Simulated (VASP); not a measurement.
## Rh: single point with BLYP

The system is Rh.

```
Rh
1.0
    -2.74798    3.16475    1.35868
     3.16475   -2.74798    1.35868
     1.93630    1.93630   -0.59537
Rh
2
Direct
  0.01012 0.98988 0.00000
  0.73988 0.26012 0.50000
```

This cell differs from its parent crystal: volume scaled by 1.04.

| Quantity | Value |
| --- | --- |
| Program | VASP 6.6.1 |
| Task | single point |
| Functional | BLYP |
| Potentials or basis | VASP PAW PBE potentials, release 64 (Rh_pv) |
| Cutoff | 520 eV |
| k mesh | 14 × 14 × 13 |
| Occupations | fermi-dirac, width 0.1 eV |
| Spin | no spin polarisation |
| Dipole correction | no |
| Further INCAR settings | ALGO = Normal; EDIFF = 1e-07; NBANDS = 22 |

The pressure is -6.5 GPa and the largest force is 0.036 eV/Å. The band gap on the k mesh is zero (band 15 reaches 10.48 eV, above the bottom of band 16 at 8.86 eV).

Forces on the atoms (eV/Å):
```
Rh  -0.025  0.025  0.000
Rh   0.025 -0.025  0.000
```

Stress tensor (GPa, compression positive):
```
-6.84 -0.20  0.20
-0.20 -6.84  0.20
 0.20  0.20 -5.87
```

Levels at points of the mesh, in eV from the Fermi level:
```
           k point  band 12  band 13  band 14  band 15  band 16  band 17  band 18  band 19
(0.00, 0.00, 0.00)    -1.41    -1.38    -0.70    -0.34     0.11     1.02     2.89     9.34
(0.50, 0.00, 0.00)    -2.00    -1.21    -1.18    -0.62     0.48     2.10     4.08     4.70
(0.50, 0.50, 0.00)    -2.28    -1.28    -1.14    -0.91    -0.62     0.43     0.65    13.24
```

Wall time 9.1 min on 1 thread of Oxide Virtual Turin-like Processor, on a shared host, peak memory 0.45 GiB.

Caveat: the PAW data sets were made with another functional, which shifts forces and pressure a little.
